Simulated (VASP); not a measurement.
Input of a VASP 6.6.1 run:

INCAR

```
SYSTEM = SiC
  ALGO = Normal
  EDIFF = 1E-6
  ENCUT = 600
  GGA = PE
  GGA_COMPAT = .False.
  ISIF = 2
  ISMEAR = 0
  LASPH = .True.
  LCHARG = .False.
  LREAL = .False.
  LWAVE = .False.
  NBANDS = 11
  NELM = 120
  PREC = Accurate
  SIGMA = 0.02
```

File KPOINTS:

```
k-points
0
Gamma
  10 10 10
  0 0 0
```

Contents of POSCAR:

```
SiC
1.0
    0.0000000000      2.2115554332      2.2115554332
    2.2115554332      0.0000000000      2.2115554332
    2.2115554332      2.2115554332      0.0000000000
Si C
1 1
Direct
    0.0000000000      0.0000000000      0.0000000000
    0.2500000000      0.2500000000      0.2500000000
```

Potentials or basis: VASP PAW PBE potentials, release 64 (Si, C).

The run is started by

```console
$ cat potpaw_PBE.64/Si/POTCAR potpaw_PBE.64/C/POTCAR > POTCAR
$ mpirun -np 1 vasp_std > vasp.out
```

Task: Estimate the band gap on the k mesh.

Result: 1.40 eV (least direct gap 4.50 eV).

Task: What does it give for the pressure?

Result: -6.1 GPa.

Caveat: the cell stands under tension. A k mesh can miss the band edges.
